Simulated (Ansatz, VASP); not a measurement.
# Cl: VASP beside Ansatz

```
Cl
1.0
     2.48342    0.00000    0.00000
     0.00000    2.48342    0.00000
     0.00000    0.00000    2.48342
Cl
1
Direct
  0.00000 0.00000 0.00000
```

Change from the starting cell: volume scaled by 0.65, PAW files.

Alike in both runs: task single point; functional PBE; k mesh 15 × 15 × 15; occupations fermi-dirac, width 0.1 eV; no spin polarisation.

```csv
,VASP,Ansatz
version,VASP 6.6.1,Ansatz 0.2.0
potentials or method,"VASP PAW PBE potentials, release 64 (Cl)","PAW with Ansatz's default frozen-core files, scalar-relativistic"
plane-wave cutoff (eV),520,420
valence electrons in the cell,7,7
```

|  | VASP | Ansatz | Ansatz less VASP |
| --- | --- | --- | --- |
| pressure (GPa) | 41.9 | 42.2 | +0.32 |

Both programs put the cell under a high pressure, so it lies far from rest at this level.
